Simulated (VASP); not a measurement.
# Sn (I4_1/amd) in VASP: single point with PBE

Aim: the single point of Sn with PBE.

All numbers are computed with VASP 6.6.1; they aren't measurements. Logs are shortened: lines on timing, memory, paths and dates and some standing lists are left out, and cuts for length are marked.

## Step 1: The cell of the first run

The structure is tetragonal, space group I4_1/amd (No. 141). The conventional cell has a = 5.875 Å, b = 5.875 Å, c = 3.202 Å, α = 90.00°, β = 90.00°, γ = 90.00°. Within 4.0 Å of Sn (site symmetry -4m2) lie 10 Sn at 3.04 to 3.79 Å.

## Step 2: Single point, PBE

The input, INCAR:

```
SYSTEM = Sn
PREC     = Accurate       ! precision mode
ENCUT    = 520            ! plane-wave cutoff, eV
EDIFF    = 1E-6           ! SCF threshold, eV
ISMEAR   = -1             ! smearing method
SIGMA    = 0.05           ! smearing width, eV
LREAL    = .False.        ! projectors in reciprocal space
LASPH    = .True.         ! aspherical terms in the spheres
NELM     = 100            ! most SCF steps
ALGO     = Normal         ! electronic algorithm
ISIF     = 2              ! what is computed and relaxed
LWAVE    = .False.        ! write WAVECAR
LCHARG   = .True.         ! write CHGCAR
GGA      = PE             ! functional
LELF     = .True.         ! ELF
LVHAR    = .True.       
NBANDS   = 21             ! bands
```

The input, KPOINTS:

```
Automatic mesh
0
Gamma
  14 14 14
  0 0 0
```

The input, POSCAR:

```
Sn
1.0
   -2.9377006583      2.9377006583      1.6011617194
    2.9377006583     -2.9377006583      1.6011617194
    2.9377006583      2.9377006583     -1.6011617194
Sn
2
Direct
   -0.3750000000     -0.1250000000     -0.2500000000
    0.3750000000      0.1250000000      0.2500000000
```

Potentials or basis: VASP PAW PBE potentials, release 64 (Sn_d).

Command:

```console
> cat potpaw_PBE.64/Sn_d/POTCAR > POTCAR
> mpirun -np 1 vasp_std > vasp.out
```

OUTCAR:

```text
SYSTEM = Sn
   PREC = Accurate
   ENCUT = 520
   EDIFF = 1E-6
   ISMEAR = -1
   LREAL = .False.
   LASPH = .True.
   NELM = 100
   ISIF = 2
   GGA = PE

 ion  position               nearest neighbor table
   1  0.625  0.875  0.750-   2 3.04   2 3.04   2 3.04   2 3.04
   2  0.375  0.125  0.250-   1 3.04   1 3.04   1 3.04   1 3.04

  LATTYP: Found a body centered tetragonal cell.
 ALAT       =     5.8754013166
 C/A-ratio  =     0.5450390988

  Lattice vectors:

 A1 = (  -2.9377006583,   2.9377006583,   1.6011617194)
 A2 = (   2.9377006583,  -2.9377006583,   1.6011617194)
 A3 = (   2.9377006583,   2.9377006583,  -1.6011617194)

Analysis of symmetry for initial positions (statically):
=====================================================================
 Subroutine PRICEL returns:
 Original cell was already a primitive cell.

 Routine SETGRP: Setting up the symmetry group for a
 body centered tetragonal supercell.

 Subroutine GETGRP returns: Found 16 space group operations
 (whereof  4 operations were pure point group operations)
 out of a pool of 16 trial point group operations.

The static configuration has the point symmetry C_2h.
 The point group associated with its full space group is D_4h.

Analysis of symmetry for dynamics (positions and initial velocities):
=====================================================================
 Subroutine PRICEL returns:
 Original cell was already a primitive cell.

 Routine SETGRP: Setting up the symmetry group for a
 body centered tetragonal supercell.

 Subroutine GETGRP returns: Found 16 space group operations
 (whereof  4 operations were pure point group operations)
 out of a pool of 16 trial point group operations.

The dynamic configuration has the point symmetry C_2h.
 The point group associated with its full space group is D_4h.

 Subroutine INISYM returns: Found 16 space group operations
 (whereof  4 operations are pure point group operations),
 and found     1 'primitive' translations

----------------------------------------------------------------------------------------

                                     Primitive cell

  volume of cell :      55.2726

  direct lattice vectors                    reciprocal lattice vectors
    -2.937700658  2.937700658  1.601161719     0.000000000  0.170201140  0.312273266
     2.937700658 -2.937700658  1.601161719     0.170201140  0.000000000  0.312273266
     2.937700658  2.937700658 -1.601161719     0.170201140  0.170201140  0.000000000

  length of vectors
     4.452402629  4.452402629  4.452402629     0.355644515  0.355644515  0.240700760

  position of ions in fractional coordinates (direct lattice)
     0.625000000  0.875000000  0.750000000
     0.375000000  0.125000000  0.250000000

  ion indices of the primitive-cell ions
   primitive index   ion index
                 1           1
                 2           2

----------------------------------------------------------------------------------------

 KPOINTS: Automatic mesh

Automatic generation of k-mesh.
 Grid dimensions read from file:
 generate k-points for:   14   14   14

 Generating k-lattice:

  Cartesian coordinates                     Fractional coordinates (reciprocal lattice)
     0.000000000  0.012157224  0.022305233     0.071428571  0.000000000  0.000000000
     0.012157224  0.000000000  0.022305233     0.000000000  0.071428571  0.000000000
     0.012157224  0.012157224  0.000000000     0.000000000  0.000000000  0.071428571

  Length of vectors
     0.025403180  0.025403180  0.017192911

  Shift w.r.t. Gamma in fractional coordinates (k-lattice)
     0.000000000  0.000000000  0.000000000

 Subroutine IBZKPT returns following result:
 ===========================================

 Found    244 irreducible k-points:

 Following reciprocal coordinates:
            Coordinates               Weight
  0.000000  0.000000  0.000000      1.000000
  0.071429  0.000000  0.000000      8.000000
  0.142857  0.000000 -0.000000      8.000000
  0.214286  0.000000 -0.000000      8.000000
  0.285714  0.000000  0.000000      8.000000
  0.357143  0.000000  0.000000      8.000000
[... 16 lines left out ...]
  0.214286  0.142857 -0.000000     16.000000
  0.285714  0.142857  0.000000     16.000000
 [... further k-points ...]
   k-points           NKPTS =    244   k-points in BZ     NKDIM =    244   number of bands    NBANDS=     21
   number of dos      NEDOS =    301   number of ions     NIONS =      2
   total plane-waves  NPLWV =  46656
   dimension x,y,z NGX =    36 NGY =   36 NGZ =   36
   dimension x,y,z NGXF=    72 NGYF=   72 NGZF=   72
   ions per type =               2
   NGX,Y,Z   is equivalent  to a cutoff of  13.44, 13.44, 13.44 a.u.
   NGXF,Y,Z  is equivalent  to a cutoff of  26.88, 26.88, 26.88 a.u.
 SYSTEM =  Sn
   PREC   = accura    normal or accurate (medium, high low for compatibility)
   ISTART =      0    job   : 0-new  1-cont  2-samecut
   ICHARG =      2    charge: 1-file 2-atom 10-const
   ISPIN  =      1    spin polarized calculation?
   LNONCOLLINEAR =      F non collinear calculations
   LSORBIT =      F    spin-orbit coupling
   LASPH  =      T    aspherical Exc in radial PAW
   ENCUT  =  520.0 eV  38.22 Ry    6.18 a.u.   8.28  8.28  8.28*2*pi/ulx,y,z
   NELM   =    100;   NELMIN=  2; NELMDL= -5     # of ELM steps
   EDIFF  = 0.1E-05   stopping-criterion for ELM
   LREAL  =      F    real-space projection
   EDIFFG = 0.1E-04   stopping-criterion for IOM
   NSW    =      0    number of steps for IOM
   IBRION =     -1    ionic relax: 0-MD 1-quasi-New 2-CG
   NFREE  =      0    steps in history (QN), initial steepest desc. (CG)
   ISIF   =      2    stress and relaxation
   ISYM   =      2    0-nonsym 1-usesym 2-fastsym
   POTIM  = 0.5000    time-step for ionic-motion
   TEBEG  =    0.0;   TEEND  =   0.0 temperature during run
   PSTRESS=    0.0 pullay stress
   NELECT =      28.0000    total number of electrons
   NUPDOWN=      -1.0000    fix difference up-down
   EMIN   =  10.00;   EMAX   =-10.00  energy-range for DOS
   EFERMI =   0.00;   METHOD = LEGACY
   ISMEAR =    -1;   SIGMA  =   0.05  broadening in eV -4-tet -1-fermi 0-gaus
   EFERMI_NEDOS =   21; number of points for ismear=-14 and -15
   IALGO  =     38    algorithm
   IMIX   =      4    mixing-type and parameters
     AMIX     =   0.40;   BMIX     =  1.00
     AMIX_MAG =   1.60;   BMIX_MAG =  1.00
  volume/ion in A,a.u.               =      27.64       186.50
  Fermi-wavevector in a.u.,A,eV,Ry     =   1.305041  2.466169 23.172510  1.703131
  Thomas-Fermi vector in A             =   2.435936
   LORBIT       =      0    0 simple, 1 ext, 2 COOP (PROOUT), +10 PAW based schemes
   GGA     = PE    functional components
   LHFCALC =     F    Hartree Fock is set to
   AEXX    =    0.0000 exact exchange contribution
   IVDW    =     0    specifies the selected vdW correction
   LEPSILON=     F    determine dielectric tensor
   LRPA    =     F    only Hartree local field effects (RPA)
 non-spin polarized calculation
  energy-cutoff  :      520.00
  volume of cell :       55.27
 maximum number of plane-waves:      1504
 NGX is ok and might be reduce to    36
   NGX = 17   NGY = 17   NGZ = 17

 number of electron      27.9999990 magnetization

 Free energy of the ion-electron system (eV)
  ---------------------------------------------------
  ext. energy  EPLUGINS =         0.00000000
  ---------------------------------------------------
  free energy    TOTEN  =        -7.60452804 eV

  energy without entropy =       -7.59485506  energy(sigma->0) =       -7.59969155

 E-fermi :   7.7432     XC(G=0): -10.2198

 val. band max:        7.7280365337   @ k =   0.2857   0.1429   0.0000
 cond. band min:       7.7450890407   @ k =  -0.2857   0.2857   0.2143
 fundamental gap:      0.0170525070
 Fermi energy:         7.7431875379

 k-point     1 :       0.0000    0.0000    0.0000
  band No.  band energies     occupation
      1     -13.8818      2.00000
      2     -13.8005      2.00000
      3     -13.7611      2.00000
      4     -13.7478      2.00000
      5     -13.6087      2.00000
      6     -13.6087      2.00000
[... 13 lines left out ...]
     20      17.5226      0.00000
     21      18.1861      0.00000

 k-point     2 :       0.0714    0.0000    0.0000
  band No.  band energies     occupation
      1     -13.8788      2.00000
      2     -13.7908      2.00000
      3     -13.7576      2.00000
      4     -13.7365      2.00000
      5     -13.6157      2.00000
      6     -13.6148      2.00000
[... 13 lines left out ...]
     20      17.2651      0.00000
     21      17.4133      0.00000

 k-point     3 :       0.1429    0.0000   -0.0000
  band No.  band energies     occupation
      1     -13.8697      2.00000
      2     -13.7647      2.00000
      3     -13.7478      2.00000
      4     -13.7082      2.00000
      5     -13.6317      2.00000
      6     -13.6229      2.00000
[... 13 lines left out ...]
     20      16.1367      0.00000
     21      16.3319      0.00000

 k-point     4 :       0.2143    0.0000   -0.0000
  band No.  band energies     occupation
      1     -13.8556      2.00000
      2     -13.7338      2.00000
      3     -13.7325      2.00000
      4     -13.6837      2.00000
      5     -13.6513      2.00000
      6     -13.6188      2.00000
[... 13 lines left out ...]
     20      15.2464      0.00000
     21      16.1493      0.00000

 k-point     5 :       0.2857    0.0000    0.0000
  band No.  band energies     occupation
      1     -13.8399      2.00000
      2     -13.7202      2.00000
      3     -13.7110      2.00000
      4     -13.6861      2.00000
      5     -13.6681      2.00000
      6     -13.6294      2.00000
[... 13 lines left out ...]
     20      14.6207      0.00000
     21      16.6271      0.00000

 k-point     6 :       0.3571    0.0000    0.0000
  band No.  band energies     occupation
      1     -13.8258      2.00000
      2     -13.7167      2.00000
      3     -13.7113      2.00000
      4     -13.6970      2.00000
      5     -13.6719      2.00000
      6     -13.6423      2.00000
[... 13 lines left out ...]
     20      14.7026      0.00000
     21      17.4037      0.00000

 k-point     7 :       0.4286    0.0000   -0.0000
  band No.  band energies     occupation
      1     -13.8148      2.00000
      2     -13.7320      2.00000
      3     -13.7224      2.00000
      4     -13.6915      2.00000
      5     -13.6640      2.00000
      6     -13.6515      2.00000
[... 13 lines left out ...]
     20      16.1692      0.00000
     21      18.2124      0.00000
[... 291 lines left out ...]
      1     -13.8710      2.00000
      2     -13.7924      2.00000
      3     -13.7512      2.00000
      4     -13.7421      2.00000
      5     -13.6173      2.00000
      6     -13.6098      2.00000
[... 13 lines left out ...]
     20      17.3444      0.00000
     21      17.5761      0.00000

 k-point    21 :      -0.0714    0.0714    0.0000
  band No.  band energies     occupation
      1     -13.8778      2.00000
      2     -13.8013      2.00000
      3     -13.7578      2.00000
      4     -13.7505      2.00000
      5     -13.6106      2.00000
      6     -13.6063      2.00000
[... 13 lines left out ...]
     20      17.8095      0.00000
     21      18.1227      0.00000

 k-point    22 :       0.1429    0.1429   -0.0000
  band No.  band energies     occupation
      1     -13.8500      2.00000
      2     -13.7261      2.00000
      3     -13.7100      2.00000
      4     -13.6676      2.00000
      5     -13.6527      2.00000
      6     -13.6424      2.00000
[... 13 lines left out ...]
     20      15.0700      0.00000
     21      15.3763      0.00000

 k-point    23 :       0.2143    0.1429   -0.0000
  band No.  band energies     occupation
      1     -13.8381      2.00000
      2     -13.7180      2.00000
      3     -13.7111      2.00000
      4     -13.6727      2.00000
      5     -13.6661      2.00000
      6     -13.6526      2.00000
[... 13 lines left out ...]
     20      14.8464      0.00000
     21      15.8210      0.00000

 k-point    24 :       0.2857    0.1429    0.0000
  band No.  band energies     occupation
      1     -13.8281      2.00000
      2     -13.7284      2.00000
      3     -13.7008      2.00000
      4     -13.6934      2.00000
      5     -13.6627      2.00000
      6     -13.6573      2.00000
[... 13 lines left out ...]
     20      15.2988      0.00000
     21      16.6456      0.00000

 [... further k-points ...]
[... 5 lines left out ...]
  --------------------------------------------------------------------------------------
  -------------------------------------------------------------------------------------
  Total        0.4667489      0.4667489      0.4738786      0.0000000     -0.0000000     -0.0000000
  in kB       13.5295588     13.5295588     13.7362264      0.0000000     -0.0000000     -0.0000000
  external PRESSURE =      13.5984480 kB  Pullay stress =       0.0000000 kB

 VOLUME and BASIS-vectors are now :
 -----------------------------------------------------------------------------
  energy-cutoff  :      520.00
  volume of cell :       55.27
      direct lattice vectors                 reciprocal lattice vectors
    -2.937700658  2.937700658  1.601161719     0.000000000  0.170201140  0.312273266
     2.937700658 -2.937700658  1.601161719     0.170201140  0.000000000  0.312273266
     2.937700658  2.937700658 -1.601161719     0.170201140  0.170201140  0.000000000

 POSITION                                       TOTAL-FORCE (eV/Angst)
 -----------------------------------------------------------------------------------
      2.93770      1.46885      1.20087        -0.000000      0.000000     -0.000000
     -0.00000      1.46885      0.40029         0.000000     -0.000000      0.000000
 -----------------------------------------------------------------------------------
    total drift:                               -0.000000     -0.000000      0.000000

  FREE ENERGIE OF THE ION-ELECTRON SYSTEM (eV)
  ---------------------------------------------------
  free  energy   TOTEN  =        -7.6045280373 eV

  energy  without entropy=       -7.5948550619  energy(sigma->0) =       -7.59969155
```

Wall time 7.4 min (1 thread of Intel Xeon 8259CL, shared host); peak memory 0.36 GiB.

Results:

* Free energy: -7.6045 eV
* Pressure: 1.4 GPa
* Band gap on the k mesh: zero (bands 14 and 15 overlap by 3.92 eV)

Caveat: spin-orbit coupling is left out, which moves the levels of the heavy elements.
